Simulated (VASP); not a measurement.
GaGe, 2 atoms in the cell. Symmetry: F-43m, No. 216, cubic system. Conventional cell: a = 5.796 Å, b = 5.796 Å, c = 5.796 Å, α = 90.00°, β = 90.00°, γ = 90.00°. Ge (site symmetry -43m) has 4 Ga at 2.51 Å within 3.3 Å. Ga (site symmetry -43m) has 4 Ge at 2.51 Å within 3.3 Å. 

```yaml
Program: VASP 6.6.1
Task: single point
Functional: PBE-based screened hybrid with 10 % exact exchange
Potentials_or_basis: VASP PAW PBE potentials, release 64 (Ge_d, Ga_d)
Cutoff: 520 eV
k_mesh: 5 × 5 × 5
Occupations: fermi-dirac, width 0.05 eV
Spin: no spin polarisation
Dipole_correction: no
Grid_for_exact_exchange_PRECFOCK: Normal
Share_of_exact_exchange: 0.1
Further_INCAR_settings: ALGO = Normal; EDIFF = 1e-06; NBANDS = 20
Screening_parameter: 0.20787 1/Å
```

Potentials or basis: VASP PAW PBE potentials, release 64 (Ge_d, Ga_d).

Run with:

```console
$ cat potpaw_PBE.64/Ge_d/POTCAR potpaw_PBE.64/Ga_d/POTCAR > POTCAR
$ cp INCAR.step1 INCAR
$ mpirun -np 1 vasp_std > vasp.out
$ cp INCAR.step2 INCAR
$ mpirun -np 1 vasp_std > vasp.out
```

Hardware: 1 thread of Intel(R) Xeon(R) Platinum 8259CL CPU @ 2.50GHz (Skylake/Cascade Lake), with other jobs on the host.

Q: Estimate the wall time of this run.

A: It took 32 min on 1 thread of Intel(R) Xeon(R) Platinum 8259CL CPU @ 2.50GHz (Skylake/Cascade Lake) (shared host), peak memory 0.3 GiB. Counts: k points 10.
